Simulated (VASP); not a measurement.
Here is a VASP 6.6.1 calculation.

File INCAR:

```
SYSTEM = SiGe3
ALGO     = Normal         ! electronic algorithm
EDIFF    = 1E-6           ! SCF threshold, eV
ENCUT    = 520            ! plane-wave cutoff, eV
GGA      = PE             ! functional
ISIF     = 2              ! what is computed and relaxed
ISMEAR   = 0              ! smearing method
LASPH    = .TRUE.         ! aspherical terms in the spheres
LCHARG   = .FALSE.        ! write CHGCAR
LREAL    = .FALSE.        ! projectors in reciprocal space
LWAVE    = .FALSE.        ! write WAVECAR
NBANDS   = 31             ! bands
NELM     = 60             ! most SCF steps
PREC     = Accurate       ! precision mode
SIGMA    = 0.1            ! smearing width, eV
```

Contents of KPOINTS:

```
k-points
0
G
  6 6 4
  0 0 0
```

File POSCAR:

```
SiGe3
1.0
    4.0164051081      0.0000000000      0.0000000000
    0.0000000000      4.0164051081      0.0000000000
    0.0000000000      0.0000000000      5.6662797265
Si Ge
1 3
Direct
    0.5000000000      0.5000000000      0.5000000000
    0.0000000000      0.0000000000      0.0000000000
    0.5000000000      0.0000000000      0.7435033511
    0.0000000000      0.5000000000      0.2564966489
```

Potentials or basis: VASP PAW PBE potentials, release 64 (Si, Ge_d).

Run with:

```bash
$ cat potpaw_PBE.64/Si/POTCAR potpaw_PBE.64/Ge_d/POTCAR > POTCAR
$ mpirun -np 1 vasp_std > vasp.out
```

Question: Predict the band gap on the k mesh.

Answer: 0.17 eV (least direct gap 0.42 eV).

Question: Predict the pressure.

Answer: 0.0 GPa.

Stress tensor (GPa, compression positive):
```
 0.01  0.00  0.00
 0.00  0.01  0.00
 0.00  0.00 -0.13
```

A k mesh can miss the band edges.
